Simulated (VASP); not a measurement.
# Si3N4 (P6_3/m) in VASP: single point with PBE

Aim: the single point of Si3N4 with PBE.

Program: VASP 6.6.1. These are calculated values, not measurements. Logs are shortened: lines on timing, memory, paths and dates and some standing lists are left out, and cuts for length are marked.

## (1) The cell of the first run

It takes space group P6_3/m (No. 176, hexagonal). Conventional cell: a = 7.663 Å, b = 7.663 Å, c = 2.926 Å, α = 90.00°, β = 90.00°, γ = 120.00°. Within 2.3 Å of Si (site symmetry m) lie 4 N at 1.74 to 1.75 Å. N (site symmetry -6) has 3 Si at 1.74 Å within 2.3 Å. N (site symmetry m) has 3 Si at 1.75 Å within 2.3 Å.

## (2) Single point, PBE

Contents of INCAR:

```
SYSTEM = Si3N4
ALGO = Normal
EDIFF = 1E-7
ENCUT = 520
GGA = PE
ISIF = 2
ISMEAR = 0
LASPH = .True.
LCHARG = .False.
LREAL = Auto
LWAVE = .False.
NBANDS = 84
NELM = 80
PREC = Accurate
SIGMA = 0.01
```

Contents of KPOINTS:

```
Automatic mesh
0
Gamma
  1 1 1
  0.25 0.25 0.25
```

Contents of POSCAR:

```
Si3N4
1.0
    7.6633883346      0.0000000000      0.0000000000
   -3.8316941673      6.6366889768      0.0000000000
    0.0000000000      0.0000000000      5.8522779955
Si N
12 16
Direct
    0.2310993364      0.8249884716      0.3750000000
    0.4061108648      0.2310993364      0.1250000000
    0.8249884716      0.5938891352      0.1250000000
    0.1750115284      0.4061108648      0.3750000000
    0.5938891352      0.7689006636      0.3750000000
    0.7689006636      0.1750115284      0.1250000000
    0.2310993364      0.8249884716      0.8750000000
    0.4061108648      0.2310993364      0.6250000000
    0.8249884716      0.5938891352      0.6250000000
    0.1750115284      0.4061108648      0.8750000000
    0.5938891352      0.7689006636      0.8750000000
    0.7689006636      0.1750115284      0.6250000000
    0.3333333333      0.6666666667      0.3750000000
    0.6666666667      0.3333333333      0.1250000000
    0.9691753813      0.6699950340      0.3750000000
    0.2991803472      0.9691753813      0.1250000000
    0.6699950340      0.7008196528      0.1250000000
    0.3300049660      0.2991803472      0.3750000000
    0.0308246187      0.3300049660      0.1250000000
    0.7008196528      0.0308246187      0.3750000000
    0.3333333333      0.6666666667      0.8750000000
    0.6666666667      0.3333333333      0.6250000000
    0.9691753813      0.6699950340      0.8750000000
    0.2991803472      0.9691753813      0.6250000000
    0.6699950340      0.7008196528      0.6250000000
    0.3300049660      0.2991803472      0.8750000000
    0.0308246187      0.3300049660      0.6250000000
    0.7008196528      0.0308246187      0.8750000000
```

Potentials or basis: VASP PAW PBE potentials, release 64 (Si, N).

Started as:

```
$ cat potpaw_PBE.64/Si/POTCAR potpaw_PBE.64/N/POTCAR > POTCAR
$ mpirun -np 1 vasp_std > vasp.out
```

OUTCAR:

```text
SYSTEM = Si3N4
   EDIFF = 1E-7
   ENCUT = 520
   GGA = PE
   ISIF = 2
   ISMEAR = 0
   LASPH = .True.
   LREAL = Auto
   NELM = 80
   PREC = Accurate

 ion  position               nearest neighbor table
   1  0.231  0.825  0.375-  13 1.74  15 1.75  16 1.75  24 1.75   7 2.93   7 2.93   4 3.02   5 3.02
                             8 3.07   2 3.07   9 3.07   3 3.07
   2  0.406  0.231  0.125-  14 1.74  16 1.75  18 1.75  26 1.75   8 2.93   8 2.93   3 3.02   6 3.02
                             1 3.07   7 3.07  10 3.07   4 3.07
   3  0.825  0.594  0.125-  14 1.74  17 1.75  15 1.75  23 1.75   9 2.93   9 2.93   6 3.02   2 3.02
                             1 3.07   7 3.07  11 3.07   5 3.07
   4  0.175  0.406  0.375-  13 1.74  18 1.75  19 1.75  27 1.75  10 2.93  10 2.93   1 3.02   5 3.02
                            12 3.07   6 3.07   8 3.07   2 3.07
   5  0.594  0.769  0.375-  13 1.74  20 1.75  17 1.75  25 1.75  11 2.93  11 2.93   4 3.02   1 3.02
                            12 3.07   6 3.07   9 3.07   3 3.07
   6  0.769  0.175  0.125-  14 1.74  19 1.75  20 1.75  28 1.75  12 2.93  12 2.93   3 3.02   2 3.02
                             5 3.07  11 3.07  10 3.07   4 3.07
   7  0.231  0.825  0.875-  21 1.74  23 1.75  16 1.75  24 1.75   1 2.93   1 2.93  10 3.02  11 3.02
                             8 3.07   2 3.07   9 3.07   3 3.07
   8  0.406  0.231  0.625-  22 1.74  24 1.75  18 1.75  26 1.75   2 2.93   2 2.93   9 3.02  12 3.02
                             7 3.07   1 3.07   4 3.07  10 3.07
   9  0.825  0.594  0.625-  22 1.74  25 1.75  23 1.75  15 1.75   3 2.93   3 2.93  12 3.02   8 3.02
                             7 3.07   1 3.07   5 3.07  11 3.07
  10  0.175  0.406  0.875-  21 1.74  26 1.75  19 1.75  27 1.75   4 2.93   4 2.93   7 3.02  11 3.02
                            12 3.07   6 3.07   8 3.07   2 3.07
  11  0.594  0.769  0.875-  21 1.74  28 1.75  25 1.75  17 1.75   5 2.93   5 2.93  10 3.02   7 3.02
                            12 3.07   6 3.07   9 3.07   3 3.07
  12  0.769  0.175  0.625-  22 1.74  27 1.75  20 1.75  28 1.75   6 2.93   6 2.93   9 3.02   8 3.02
                            11 3.07   5 3.07   4 3.07  10 3.07
  13  0.333  0.667  0.375-   1 1.74   4 1.74   5 1.74
  14  0.667  0.333  0.125-   6 1.74   3 1.74   2 1.74
  15  0.969  0.670  0.375-   1 1.75   3 1.75   9 1.75
  16  0.299  0.969  0.125-   2 1.75   1 1.75   7 1.75
  17  0.670  0.701  0.125-   3 1.75   5 1.75  11 1.75
  18  0.330  0.299  0.375-   4 1.75   2 1.75   8 1.75
[... 8 lines left out ...]
  27  0.031  0.330  0.625-  12 1.75  10 1.75   4 1.75
  28  0.701  0.031  0.875-  11 1.75   6 1.75  12 1.75

  LATTYP: Found a hexagonal cell.
 ALAT       =     7.6633883346
 C/A-ratio  =     0.7636671587

  Lattice vectors:

 A1 = (   7.6633883346,   0.0000000000,   0.0000000000)
 A2 = (  -3.8316941673,   6.6366889768,   0.0000000000)
 A3 = (   0.0000000000,   0.0000000000,   5.8522779955)

Analysis of symmetry for initial positions (statically):
=====================================================================
 Subroutine PRICEL returns following result:

  LATTYP: Found a hexagonal cell.
 ALAT       =     7.6633883346
 C/A-ratio  =     0.3818335794

  Lattice vectors:

 A1 = (   7.6633883346,   0.0000000000,   0.0000000000)
 A2 = (  -3.8316941673,   6.6366889768,   0.0000000000)
 A3 = (   0.0000000000,   0.0000000000,   2.9261389977)

   2 primitive cells build up your supercell.

 Routine SETGRP: Setting up the symmetry group for a
 hexagonal supercell.

 Subroutine GETGRP returns: Found 12 space group operations
 (whereof  6 operations were pure point group operations)
 out of a pool of 24 trial point group operations.

The static configuration has the point symmetry S_6 .
 The point group associated with its full space group is C_6h.

Analysis of symmetry for dynamics (positions and initial velocities):
=====================================================================
 Subroutine PRICEL returns following result:

  LATTYP: Found a hexagonal cell.
 ALAT       =     7.6633883346
 C/A-ratio  =     0.3818335794

  Lattice vectors:

 A1 = (   7.6633883346,   0.0000000000,   0.0000000000)
 A2 = (  -3.8316941673,   6.6366889768,   0.0000000000)
 A3 = (   0.0000000000,   0.0000000000,   2.9261389977)

   2 primitive cells build up your supercell.

 Routine SETGRP: Setting up the symmetry group for a
 hexagonal supercell.

 Subroutine GETGRP returns: Found 12 space group operations
 (whereof  6 operations were pure point group operations)
 out of a pool of 24 trial point group operations.

The dynamic configuration has the point symmetry S_6 .
 The point group associated with its full space group is C_6h.

 Subroutine INISYM returns: Found 12 space group operations
 (whereof  6 operations are pure point group operations),
 and found     2 'primitive' translations

----------------------------------------------------------------------------------------

                                     Primitive cell

  volume of cell :     148.8220

  direct lattice vectors                    reciprocal lattice vectors
     7.663388335  0.000000000  0.000000000     0.130490581  0.075338772  0.000000000
    -3.831694167  6.636688977  0.000000000     0.000000000  0.150677545  0.000000000
     0.000000000  0.000000000  2.926138998     0.000000000  0.000000000  0.341747265

  length of vectors
     7.663388335  7.663388335  2.926138998     0.150677545  0.150677545  0.341747265

  position of ions in fractional coordinates (direct lattice)
     0.231099336  0.824988472  0.750000000
     0.406110865  0.231099336  0.250000000
     0.824988472  0.593889135  0.250000000
     0.175011528  0.406110865  0.750000000
     0.593889135  0.768900664  0.750000000
     0.768900664  0.175011528  0.250000000
     0.333333333  0.666666667  0.750000000
     0.666666667  0.333333333  0.250000000
     0.969175381  0.669995034  0.750000000
     0.299180347  0.969175381  0.250000000
     0.669995034  0.700819653  0.250000000
     0.330004966  0.299180347  0.750000000
     0.030824619  0.330004966  0.250000000
     0.700819653  0.030824619  0.750000000

  ion indices of the primitive-cell ions
   primitive index   ion index
                 1           1
                 2           2
                 3           3
                 4           4
                 5           5
                 6           6
                 7          13
                 8          14
                 9          15
                10          16
                11          17
                12          18
                13          19
                14          20

----------------------------------------------------------------------------------------

 KPOINTS: Automatic mesh

Automatic generation of k-mesh.
 Grid dimensions read from file:
 generate k-points for:    1    1    1

 Generating k-lattice:

  Cartesian coordinates                     Fractional coordinates (reciprocal lattice)
     0.130490581  0.075338772  0.000000000     1.000000000 -0.000000000  0.000000000
     0.000000000  0.150677545  0.000000000     0.000000000  1.000000000  0.000000000
     0.000000000  0.000000000  0.170873633     0.000000000  0.000000000  1.000000000

  Length of vectors
     0.150677545  0.150677545  0.170873633

  Shift w.r.t. Gamma in fractional coordinates (k-lattice)
     0.250000000  0.250000000  0.250000000

 Subroutine IBZKPT returns following result:
 ===========================================

 Found      1 irreducible k-points:

 Following reciprocal coordinates:
            Coordinates               Weight
  0.250000  0.250000  0.250000     12.000000
   k-points           NKPTS =      1   k-points in BZ     NKDIM =      1   number of bands    NBANDS=     84
   number of dos      NEDOS =    301   number of ions     NIONS =     28
   total plane-waves  NPLWV = 172800
   dimension x,y,z NGX =    60 NGY =   60 NGZ =   48
   dimension x,y,z NGXF=   120 NGYF=  120 NGZF=   96
   ions per type =              12  16
   NGX,Y,Z   is equivalent  to a cutoff of  13.02, 13.02, 13.64 a.u.
   NGXF,Y,Z  is equivalent  to a cutoff of  26.03, 26.03, 27.27 a.u.
 SYSTEM =  Si3N4
   PREC   = accura    normal or accurate (medium, high low for compatibility)
   ISTART =      0    job   : 0-new  1-cont  2-samecut
   ICHARG =      2    charge: 1-file 2-atom 10-const
   ISPIN  =      1    spin polarized calculation?
   LNONCOLLINEAR =      F non collinear calculations
   LSORBIT =      F    spin-orbit coupling
   LASPH  =      T    aspherical Exc in radial PAW
   ENCUT  =  520.0 eV  38.22 Ry    6.18 a.u.  14.25 14.25 10.88*2*pi/ulx,y,z
   NELM   =     80;   NELMIN=  2; NELMDL= -5     # of ELM steps
   EDIFF  = 0.1E-06   stopping-criterion for ELM
   LREAL  =      T    real-space projection
   EDIFFG = 0.1E-05   stopping-criterion for IOM
   NSW    =      0    number of steps for IOM
   IBRION =     -1    ionic relax: 0-MD 1-quasi-New 2-CG
   NFREE  =      0    steps in history (QN), initial steepest desc. (CG)
   ISIF   =      2    stress and relaxation
   ISYM   =      2    0-nonsym 1-usesym 2-fastsym
   POTIM  = 0.5000    time-step for ionic-motion
   TEBEG  =    0.0;   TEEND  =   0.0 temperature during run
   PSTRESS=    0.0 pullay stress
   NELECT =     128.0000    total number of electrons
   NUPDOWN=      -1.0000    fix difference up-down
   EMIN   =  10.00;   EMAX   =-10.00  energy-range for DOS
   EFERMI =   0.00;   METHOD = LEGACY
   ISMEAR =     0;   SIGMA  =   0.01  broadening in eV -4-tet -1-fermi 0-gaus
   EFERMI_NEDOS =   21; number of points for ismear=-14 and -15
   IALGO  =     38    algorithm
   IMIX   =      4    mixing-type and parameters
     AMIX     =   0.40;   BMIX     =  1.00
     AMIX_MAG =   1.60;   BMIX_MAG =  1.00
  volume/ion in A,a.u.               =      10.63        71.74
  Fermi-wavevector in a.u.,A,eV,Ry     =   1.235698  2.335131 20.775416  1.526950
  Thomas-Fermi vector in A             =   2.370337
   LORBIT       =      0    0 simple, 1 ext, 2 COOP (PROOUT), +10 PAW based schemes
   GGA     = PE    functional components
   LHFCALC =     F    Hartree Fock is set to
   AEXX    =    0.0000 exact exchange contribution
   IVDW    =     0    specifies the selected vdW correction
   LEPSILON=     F    determine dielectric tensor
   LRPA    =     F    only Hartree local field effects (RPA)
 non-spin polarized calculation
 Gauss-broadening in eV      SIGMA  =   0.01
  energy-cutoff  :      520.00
  volume of cell :      297.64
 maximum number of plane-waves:      8005
 NGX is ok and might be reduce to    56
   NGX = 29   NGY = 29   NGZ = 21

 number of electron     127.9999987 magnetization

 Free energy of the ion-electron system (eV)
  ---------------------------------------------------
  ext. energy  EPLUGINS =         0.00000000
  ---------------------------------------------------
  free energy    TOTEN  =      -229.33406627 eV

  energy without entropy =     -229.33406627  energy(sigma->0) =     -229.33406627

 E-fermi :   6.1215     XC(G=0): -10.7120

 val. band max:        6.0496534548   @ k =   0.2500   0.2500   0.2500
 cond. band min:      11.3772212634   @ k =   0.2500   0.2500   0.2500
 fundamental gap:      5.3275678086
 Fermi energy:         6.1215193189

 k-point     1 :       0.2500    0.2500    0.2500
  band No.  band energies     occupation
      1     -10.9725      2.00000
      2     -10.5198      2.00000
      3     -10.4302      2.00000
      4      -9.7280      2.00000
      5      -9.4132      2.00000
      6      -9.3861      2.00000
[... 68 lines left out ...]
     75      12.7058      0.00000
     76      12.9379      0.00000
 [bands above 76 left out]

------------------------ aborting loop because EDIFF is reached ----------------------------------------

  FORCE on cell =-STRESS in cart. coord.  units (eV):
  Direction    XX          YY          ZZ          XY          YZ          ZX
  --------------------------------------------------------------------------------------
  -------------------------------------------------------------------------------------
  Total        0.5080392      0.5080392     -1.7586516     -0.0000001      0.0000000      0.0000000
  in kB        2.7347055      2.7347055     -9.4665810     -0.0000003      0.0000000      0.0000000
  external PRESSURE =      -1.3323900 kB  Pullay stress =       0.0000000 kB

 VOLUME and BASIS-vectors are now :
 -----------------------------------------------------------------------------
  energy-cutoff  :      520.00
  volume of cell :      297.64
      direct lattice vectors                 reciprocal lattice vectors
     7.663388335  0.000000000  0.000000000     0.130490581  0.075338772  0.000000000
    -3.831694167  6.636688977  0.000000000     0.000000000  0.150677545  0.000000000
     0.000000000  0.000000000  5.852277995     0.000000000  0.000000000  0.170873633

 POSITION                                       TOTAL-FORCE (eV/Angst)
 -----------------------------------------------------------------------------------
     -1.39010      5.47519      2.19460         0.030178     -0.008791     -0.000000
      2.22668      1.53373      0.73153         0.022702      0.021739      0.000000
      4.04661      3.94146      0.73153         0.007476     -0.030530      0.000000
     -0.21491      2.69523      2.19460        -0.007476      0.030530     -0.000000
      1.60501      5.10295      2.19460        -0.022702     -0.021739     -0.000000
      5.22179      1.16150      0.73153        -0.030178      0.008791      0.000000
[... 20 lines left out ...]
     -1.02826      2.19014      3.65767        -0.030572     -0.008891      0.000000
      5.25254      0.20457      5.12074        -0.007586     -0.030922     -0.000000
 -----------------------------------------------------------------------------------
    total drift:                                0.000000      0.000000      0.000000

  FREE ENERGIE OF THE ION-ELECTRON SYSTEM (eV)
  ---------------------------------------------------
  free  energy   TOTEN  =      -229.3340662711 eV

  energy  without entropy=     -229.3340662711  energy(sigma->0) =     -229.33406627
```

It took 54 s on 1 thread of Intel Xeon Platinum 8488C (Sapphire Rapids), shared host; peak memory 0.4 GiB.

What came out:

| Item | Value |
| --- | --- |
| Free energy | -229.3341 eV |
| Pressure | -0.1 GPa |
| Largest force | 0.032 eV/Å |

Forces on the atoms (eV/Å):
```
Si   0.030 -0.009  0.000
Si   0.023  0.022  0.000
Si   0.007 -0.031  0.000
Si  -0.007  0.031  0.000
Si  -0.023 -0.022  0.000
Si  -0.030  0.009  0.000
Si   0.030 -0.009  0.000
Si   0.023  0.022  0.000
Si   0.007 -0.031  0.000
Si  -0.007  0.031  0.000
Si  -0.023 -0.022  0.000
Si  -0.030  0.009  0.000
N    0.000  0.000  0.000
N    0.000  0.000  0.000
N    0.031  0.009  0.000
N    0.008  0.031  0.000
N    0.023 -0.022  0.000
N   -0.023  0.022  0.000
N   -0.031 -0.009  0.000
N   -0.008 -0.031  0.000
N    0.000  0.000  0.000
N    0.000  0.000  0.000
N    0.031  0.009  0.000
N    0.008  0.031  0.000
N    0.023 -0.022  0.000
N   -0.023  0.022  0.000
N   -0.031 -0.009  0.000
N   -0.008 -0.031  0.000
```

Levels at points of the mesh, in eV from the Fermi level:
```
           k point  band 61  band 62  band 63  band 64  band 65  band 66  band 67  band 68
(0.25, 0.25, 0.25)    -0.61    -0.35    -0.28    -0.07     5.26     5.56     5.66     5.90
```

Caveat: the k points lie up to 1.07 Å⁻¹ apart, too coarse for converged energies, forces and pressures.
